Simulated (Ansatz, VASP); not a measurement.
**MnO: VASP beside Ansatz**

```
Mn O
1.0
     0.00000    2.30858    2.30858
     2.30858    0.00000    2.30858
     2.30858    2.30858    0.00000
Mn O
1 1
Direct
  0.00000 0.00000 0.00000
  0.50000 0.50000 0.50000
```

Alike in both runs: task single point; functional PBE; k mesh 10 × 10 × 10; occupations fermi-dirac, width 0.05 eV; collinear spin; Hubbard terms Mn d U = 3.5 eV.

```csv
,VASP,Ansatz
version,VASP 6.6.1,Ansatz 0.2.0
potentials or method,"VASP PAW PBE potentials, release 64 (Mn_pv, O), cutoff 520 eV","plane waves, PAW"
valence electrons in the cell,19,21
```

Ansatz gave:

- pressure (GPa): -7.3
- net moment per atom (μB): 2.50
- size of the moment on the site where the two differ most (μB): 4.36

Question: What did VASP give for the same quantities?

Answer: Pressure (GPa): -8.4; net moment per atom (μB): 2.50; size of the moment on the site where the two differ most (μB): 4.63.

Site moments also hang on the region over which each program counts them. The programs project onto different local orbitals, so the same U acts differently, and such runs can settle in different states. VASP's potentials hold 19 valence electrons a cell and Ansatz's 21, so a difference there can come from the potentials and not from the codes. Ansatz's warnings: filled band counts differ across k points.
